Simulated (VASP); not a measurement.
# AgCl (Chlorargyrite) (Fm-3m) in VASP: settings compared

AgCl (Chlorargyrite) is run at these levels: LDA, PBE; tasks: single point.

Program: VASP 6.6.1. These are calculated values, not measurements. Logs are shortened: lines on timing, memory, paths and dates and some standing lists are left out, and cuts for length are marked.

**1. The cell of the first run**

The structure is cubic, space group Fm-3m (No. 225). Conventional cell: a = 5.470 Å, b = 5.470 Å, c = 5.470 Å, α = 90.00°, β = 90.00°, γ = 90.00°. Within 3.6 Å of Ag (site symmetry m-3m) lie 6 Cl at 2.73 Å. Cl (site symmetry m-3m) has 6 Ag at 2.73 Å within 3.6 Å.

**2. Single point, LDA**

INCAR reads:

```
SYSTEM = AgCl
PREC = Accurate
ENCUT = 520
EDIFF = 1E-6
ISMEAR = -1
SIGMA = 0.05
LREAL = .FALSE.
LASPH = .TRUE.
NELM = 80
ALGO = Normal
ISIF = 2
LWAVE = .FALSE.
LCHARG = .FALSE.
NBANDS = 16
```

KPOINTS reads:

```
regular mesh
0
G
  5 5 5
  0 0 0
```

POSCAR reads:

```
AgCl
1.0
    0.0000000000      2.7350000000      2.7350000000
    2.7350000000      0.0000000000      2.7350000000
    2.7350000000      2.7350000000      0.0000000000
Ag Cl
1 1
Direct
    0.0000000000      0.0000000000      0.0000000000
    0.5000000000      0.5000000000      0.5000000000
```

Potentials or basis: VASP PAW LDA potentials, release 64 (Ag, Cl).

On the command line:

```bash
$ cat potpaw_LDA.64/Ag/POTCAR potpaw_LDA.64/Cl/POTCAR > POTCAR
$ mpirun -np 1 vasp_std > vasp.out
```

OUTCAR:

```text
SYSTEM = AgCl
   PREC = Accurate
   ENCUT = 520
   EDIFF = 1E-6
   ISMEAR = -1
   LREAL = .FALSE.
   LASPH = .TRUE.
   NELM = 80
   ISIF = 2

 ion  position               nearest neighbor table
   1  0.000  0.000  0.000-   2 2.73   2 2.73   2 2.73   2 2.73   2 2.73   2 2.73
   2  0.500  0.500  0.500-   1 2.73   1 2.73   1 2.73   1 2.73   1 2.73   1 2.73

  LATTYP: Found a face centered cubic cell.
 ALAT       =     5.4700000000

  Lattice vectors:

 A1 = (   0.0000000000,   2.7350000000,   2.7350000000)
 A2 = (   2.7350000000,   0.0000000000,   2.7350000000)
 A3 = (   2.7350000000,   2.7350000000,   0.0000000000)

Analysis of symmetry for initial positions (statically):
=====================================================================
 Subroutine PRICEL returns:
 Original cell was already a primitive cell.

 Routine SETGRP: Setting up the symmetry group for a
 face centered cubic supercell.

 Subroutine GETGRP returns: Found 48 space group operations
 (whereof 48 operations were pure point group operations)
 out of a pool of 48 trial point group operations.

The static configuration has the point symmetry O_h .

Analysis of symmetry for dynamics (positions and initial velocities):
=====================================================================
 Subroutine PRICEL returns:
 Original cell was already a primitive cell.

 Routine SETGRP: Setting up the symmetry group for a
 face centered cubic supercell.

 Subroutine GETGRP returns: Found 48 space group operations
 (whereof 48 operations were pure point group operations)
 out of a pool of 48 trial point group operations.

The dynamic configuration has the point symmetry O_h .

 Subroutine INISYM returns: Found 48 space group operations
 (whereof 48 operations are pure point group operations),
 and found     1 'primitive' translations

----------------------------------------------------------------------------------------

                                     Primitive cell

  volume of cell :      40.9168

  direct lattice vectors                    reciprocal lattice vectors
     0.000000000  2.735000000  2.735000000    -0.182815356  0.182815356  0.182815356
     2.735000000  0.000000000  2.735000000     0.182815356 -0.182815356  0.182815356
     2.735000000  2.735000000  0.000000000     0.182815356  0.182815356 -0.182815356

  length of vectors
     3.867874093  3.867874093  3.867874093     0.316645486  0.316645486  0.316645486

  position of ions in fractional coordinates (direct lattice)
     0.000000000  0.000000000  0.000000000
     0.500000000  0.500000000  0.500000000

  ion indices of the primitive-cell ions
   primitive index   ion index
                 1           1
                 2           2

----------------------------------------------------------------------------------------

 KPOINTS: regular mesh

Automatic generation of k-mesh.
 Grid dimensions read from file:
 generate k-points for:    5    5    5

 Generating k-lattice:

  Cartesian coordinates                     Fractional coordinates (reciprocal lattice)
    -0.036563071  0.036563071  0.036563071     0.200000000  0.000000000  0.000000000
     0.036563071 -0.036563071  0.036563071     0.000000000  0.200000000  0.000000000
     0.036563071  0.036563071 -0.036563071     0.000000000  0.000000000  0.200000000

  Length of vectors
     0.063329097  0.063329097  0.063329097

  Shift w.r.t. Gamma in fractional coordinates (k-lattice)
     0.000000000  0.000000000  0.000000000

 Subroutine IBZKPT returns following result:
 ===========================================

 Found     10 irreducible k-points:

 Following reciprocal coordinates:
            Coordinates               Weight
  0.000000  0.000000  0.000000      1.000000
  0.200000  0.000000  0.000000      8.000000
  0.400000  0.000000  0.000000      8.000000
  0.200000  0.200000  0.000000      6.000000
  0.400000  0.200000  0.000000     24.000000
 -0.400000  0.200000  0.000000     24.000000
 -0.200000  0.200000  0.000000     12.000000
  0.400000  0.400000  0.000000      6.000000
 -0.400000  0.400000  0.000000     12.000000
 -0.400000  0.400000  0.200000     24.000000
   k-points           NKPTS =     10   k-points in BZ     NKDIM =     10   number of bands    NBANDS=     16
   number of dos      NEDOS =    301   number of ions     NIONS =      2
   total plane-waves  NPLWV =  27000
   dimension x,y,z NGX =    30 NGY =   30 NGZ =   30
   dimension x,y,z NGXF=    60 NGYF=   60 NGZF=   60
   ions per type =               1   1
   NGX,Y,Z   is equivalent  to a cutoff of  12.89, 12.89, 12.89 a.u.
   NGXF,Y,Z  is equivalent  to a cutoff of  25.79, 25.79, 25.79 a.u.
 SYSTEM =  AgCl
   PREC   = accura    normal or accurate (medium, high low for compatibility)
   ISTART =      0    job   : 0-new  1-cont  2-samecut
   ICHARG =      2    charge: 1-file 2-atom 10-const
   ISPIN  =      1    spin polarized calculation?
   LNONCOLLINEAR =      F non collinear calculations
   LSORBIT =      F    spin-orbit coupling
   LASPH  =      T    aspherical Exc in radial PAW
   ENCUT  =  520.0 eV  38.22 Ry    6.18 a.u.   7.19  7.19  7.19*2*pi/ulx,y,z
   NELM   =     80;   NELMIN=  2; NELMDL= -5     # of ELM steps
   EDIFF  = 0.1E-05   stopping-criterion for ELM
   LREAL  =      F    real-space projection
   EDIFFG = 0.1E-04   stopping-criterion for IOM
   NSW    =      0    number of steps for IOM
   IBRION =     -1    ionic relax: 0-MD 1-quasi-New 2-CG
   NFREE  =      0    steps in history (QN), initial steepest desc. (CG)
   ISIF   =      2    stress and relaxation
   ISYM   =      2    0-nonsym 1-usesym 2-fastsym
   POTIM  = 0.5000    time-step for ionic-motion
   TEBEG  =    0.0;   TEEND  =   0.0 temperature during run
   PSTRESS=    0.0 pullay stress
   NELECT =      18.0000    total number of electrons
   NUPDOWN=      -1.0000    fix difference up-down
   EMIN   =  10.00;   EMAX   =-10.00  energy-range for DOS
   EFERMI =   0.00;   METHOD = LEGACY
   ISMEAR =    -1;   SIGMA  =   0.05  broadening in eV -4-tet -1-fermi 0-gaus
   EFERMI_NEDOS =   21; number of points for ismear=-14 and -15
   IALGO  =     38    algorithm
   IMIX   =      4    mixing-type and parameters
     AMIX     =   0.40;   BMIX     =  1.00
     AMIX_MAG =   1.60;   BMIX_MAG =  1.00
  volume/ion in A,a.u.               =      20.46       138.06
  Fermi-wavevector in a.u.,A,eV,Ry     =   1.245083  2.352866 21.092186  1.550232
  Thomas-Fermi vector in A             =   2.379321
   LORBIT       =      0    0 simple, 1 ext, 2 COOP (PROOUT), +10 PAW based schemes
   GGA     = CA    functional components
   LHFCALC =     F    Hartree Fock is set to
   AEXX    =    0.0000 exact exchange contribution
   IVDW    =     0    specifies the selected vdW correction
   LEPSILON=     F    determine dielectric tensor
   LRPA    =     F    only Hartree local field effects (RPA)
 non-spin polarized calculation
  energy-cutoff  :      520.00
  volume of cell :       40.92
 maximum number of plane-waves:      1114
 NGX is ok and might be reduce to    30
   NGX = 15   NGY = 15   NGZ = 15

 number of electron      18.0000002 magnetization

 Free energy of the ion-electron system (eV)
  ---------------------------------------------------
  ext. energy  EPLUGINS =         0.00000000
  ---------------------------------------------------
  free energy    TOTEN  =        -6.75916922 eV

  energy without entropy =       -6.75914464  energy(sigma->0) =       -6.75915693

 E-fermi :   4.4450     XC(G=0): -10.6494

 val. band max:        3.9645390014   @ k =   0.4000   0.0000   0.0000
 cond. band min:       4.7643874287   @ k =   0.0000   0.0000   0.0000
 fundamental gap:      0.7998484273
 Fermi energy:         4.4449705154

 k-point     1 :       0.0000    0.0000    0.0000
  band No.  band energies     occupation
      1     -11.2076      2.00000
      2       1.4241      2.00000
      3       1.4241      2.00000
      4       1.4241      2.00000
      5       1.4658      2.00000
      6       1.4658      2.00000
      7       1.6498      2.00000
      8       1.6498      2.00000
      9       1.6498      2.00000
     10       4.7644      0.00336
     11      14.8543      0.00000
     12      14.8543      0.00000
     13      14.8543      0.00000
     14      16.1051      0.00000
     15      17.3703      0.00000
     16      17.3703      0.00000

 k-point     2 :       0.2000    0.0000    0.0000
  band No.  band energies     occupation
      1     -11.0387      2.00000
      2       0.0272      2.00000
      3       0.3806      2.00000
      4       0.3806      2.00000
      5       1.5662      2.00000
      6       1.5662      2.00000
      7       1.8451      2.00000
      8       2.9289      2.00000
      9       2.9289      2.00000
     10       6.3522      0.00000
     11      12.3288      0.00000
     12      13.7021      0.00000
     13      13.7021      0.00000
     14      16.0945      0.00000
     15      16.0945      0.00000
     16      16.5821      0.00000

 k-point     3 :       0.4000    0.0000    0.0000
  band No.  band energies     occupation
      1     -10.7394      2.00000
      2      -1.3633      2.00000
      3      -0.2760      2.00000
      4      -0.2760      2.00000
      5       1.8030      2.00000
      6       1.8030      2.00000
      7       2.1288      2.00000
      8       3.9645      1.99987
      9       3.9645      1.99987
     10       7.8881      0.00000
     11      10.7458      0.00000
     12      11.7845      0.00000
     13      11.7845      0.00000
     14      17.0705      0.00000
     15      17.3697      0.00000
     16      17.3697      0.00000

 k-point     4 :       0.2000    0.2000    0.0000
  band No.  band energies     occupation
      1     -10.9982      2.00000
      2      -0.4391      2.00000
      3       0.8953      2.00000
      4       0.8953      2.00000
      5       1.2906      2.00000
      6       1.5390      2.00000
      7       2.1678      2.00000
      8       2.1678      2.00000
      9       2.5826      2.00000
     10       6.9711      0.00000
     11      12.0262      0.00000
     12      13.0348      0.00000
     13      14.1045      0.00000
     14      14.1045      0.00000
     15      18.3731      0.00000
     16      19.5618      0.00000

 k-point     5 :       0.4000    0.2000    0.0000
  band No.  band energies     occupation
      1     -10.7692      2.00000
      2      -0.9540      2.00000
      3      -0.0167      2.00000
      4       0.1838      2.00000
      5       1.5047      2.00000
      6       1.8430      2.00000
      7       2.1058      2.00000
      8       2.8556      2.00000
      9       3.2745      2.00000
     10       7.9943      0.00000
     11      10.4108      0.00000
     12      12.1111      0.00000
     13      13.3015      0.00000
     14      15.4753      0.00000
     15      18.4944      0.00000
     16      19.1240      0.00000

 k-point     6 :      -0.4000    0.2000    0.0000
  band No.  band energies     occupation
      1     -10.6639      2.00000
      2      -1.1887      2.00000
      3      -0.2790      2.00000
      4      -0.2739      2.00000
      5       1.7883      2.00000
      6       1.8367      2.00000
      7       2.1340      2.00000
      8       3.0115      2.00000
      9       3.8267      1.99999
     10       8.9777      0.00000
     11       9.4973      0.00000
     12      11.9794      0.00000
     13      12.2988      0.00000
     14      17.1701      0.00000
     15      17.2414      0.00000
     16      19.1171      0.00000

 k-point     7 :      -0.2000    0.2000    0.0000
  band No.  band energies     occupation
      1     -10.8395      2.00000
      2      -0.8438      2.00000
      3      -0.1704      2.00000
      4       0.3154      2.00000
      5       1.6400      2.00000
      6       1.7810      2.00000
      7       2.2462      2.00000
      8       2.2786      2.00000
      9       3.9409      1.99992
     10       8.0200      0.00000
     11      10.9382      0.00000
     12      11.8708      0.00000
     13      12.5748      0.00000
     14      15.5675      0.00000
     15      18.1919      0.00000
     16      18.9897      0.00000

 k-point     8 :       0.4000    0.4000    0.0000
  band No.  band energies     occupation
      1     -10.7116      2.00000
      2      -0.7425      2.00000
      3       0.8001      2.00000
      4       0.8001      2.00000
      5       1.0791      2.00000
      6       1.6596      2.00000
      7       2.0669      2.00000
      8       2.0669      2.00000
      9       2.3434      2.00000
     10       6.5542      0.00000
     11      12.0350      0.00000
     12      12.1416      0.00000
     13      15.0534      0.00000
     14      15.0534      0.00000
     15      19.5068      0.00000
     16      19.9705      0.00000

 k-point     9 :      -0.4000    0.4000    0.0000
  band No.  band energies     occupation
      1     -10.6471      2.00000
      2      -0.4693      2.00000
      3      -0.1769      2.00000
      4       0.1995      2.00000
      5       1.4822      2.00000
      6       1.9374      2.00000
      7       2.0668      2.00000
      8       2.2731      2.00000
      9       2.6381      2.00000
     10       7.0833      0.00000
     11      11.4724      0.00000
     12      12.2525      0.00000
     13      14.2866      0.00000
     14      15.5171      0.00000
     15      18.1716      0.00000
     16      19.8781      0.00000

 k-point    10 :      -0.4000    0.4000    0.2000
  band No.  band energies     occupation
      1     -10.6541      2.00000
      2      -0.7447      2.00000
      3      -0.2134      2.00000
      4      -0.0137      2.00000
      5       1.7616      2.00000
      6       1.8591      2.00000
      7       2.1102      2.00000
      8       2.2346      2.00000
      9       3.1155      2.00000
     10       8.1509      0.00000
     11      10.8955      0.00000
     12      11.7036      0.00000
     13      12.9905      0.00000
     14      16.5046      0.00000
     15      17.9277      0.00000
     16      19.9749      0.00000

------------------------ aborting loop because EDIFF is reached ----------------------------------------

  FORCE on cell =-STRESS in cart. coord.  units (eV):
  Direction    XX          YY          ZZ          XY          YZ          ZX
  --------------------------------------------------------------------------------------
  -------------------------------------------------------------------------------------
  Total       -0.9500609     -0.9500609     -0.9500609      0.0000000      0.0000000     -0.0000000
  in kB      -37.2014661    -37.2014661    -37.2014661      0.0000000      0.0000000     -0.0000000
  external PRESSURE =     -37.2014661 kB  Pullay stress =       0.0000000 kB

 VOLUME and BASIS-vectors are now :
 -----------------------------------------------------------------------------
  energy-cutoff  :      520.00
  volume of cell :       40.92
      direct lattice vectors                 reciprocal lattice vectors
     0.000000000  2.735000000  2.735000000    -0.182815356  0.182815356  0.182815356
     2.735000000  0.000000000  2.735000000     0.182815356 -0.182815356  0.182815356
     2.735000000  2.735000000  0.000000000     0.182815356  0.182815356 -0.182815356

 POSITION                                       TOTAL-FORCE (eV/Angst)
 -----------------------------------------------------------------------------------
      0.00000      0.00000      0.00000        -0.000000      0.000000      0.000000
      2.73500      2.73500      2.73500         0.000000     -0.000000     -0.000000
 -----------------------------------------------------------------------------------
    total drift:                               -0.000000      0.000000      0.000000

  FREE ENERGIE OF THE ION-ELECTRON SYSTEM (eV)
  ---------------------------------------------------
  free  energy   TOTEN  =        -6.7591692240 eV

  energy  without entropy=       -6.7591446448  energy(sigma->0) =       -6.75915693
```

Wall time 6.2 s (1 thread of Intel Xeon Platinum 8488C (Sapphire Rapids), shared host); peak memory 0.14 GiB.

Results:

* Free energy: -6.7592 eV
* Pressure: -3.7 GPa
* Band gap on the k mesh: 0.80 eV, indirect (least direct gap 3.11 eV)

Levels at points of the mesh, in eV from the valence-band top:
```csv
k point,band 6,band 7,band 8,band 9,band 10,band 11,band 12,band 13
"(0.00, 0.00, 0.00)",-2.50,-2.31,-2.31,-2.31,0.80,10.89,10.89,10.89
```

A k mesh can miss the band edges. LDA gaps usually lie below the measured ones, often by a third to a half.

**3. Single point, PBE**

INCAR reads:

```
PREC = Accurate ; ENCUT = 520
EDIFF = 1E-6 ; ISMEAR = -1
SIGMA = 0.05 ; LREAL = False
LASPH = True ; NELM = 100
ALGO = Normal ; ISIF = 2
LWAVE = False ; LCHARG = False
GGA = PE ; NBANDS = 16
```

KPOINTS reads:

```
regular mesh
0
Gamma
  5 5 5
```

POSCAR is that of step 2.

Potentials or basis: VASP PAW PBE potentials, release 64 (Ag, Cl).

On the command line:

```bash
$ cat potpaw_PBE.64/Ag/POTCAR potpaw_PBE.64/Cl/POTCAR > POTCAR
$ mpirun -np 1 vasp_std > vasp.out
```

It took 10 s on 1 thread of Intel Xeon Platinum 8488C (Sapphire Rapids), shared host; peak memory 0.16 GiB.

Results (log left out):

- Free energy: -5.3631 eV
- Pressure: 3.8 GPa
- Band gap on the k mesh: 1.06 eV, indirect (least direct gap 3.40 eV)

Levels at points of the mesh, in eV from the valence-band top:
```csv
k point,band 5,band 6,band 7,band 8,band 9,band 10,band 11,band 12,band 13,band 14
"(0.00, 0.00, 0.00)",-2.41,-2.41,-2.34,-2.34,-2.34,1.06,10.99,10.99,10.99,12.47
```

A k mesh can miss the band edges. As with any semilocal functional, this PBE gap is likely too small.
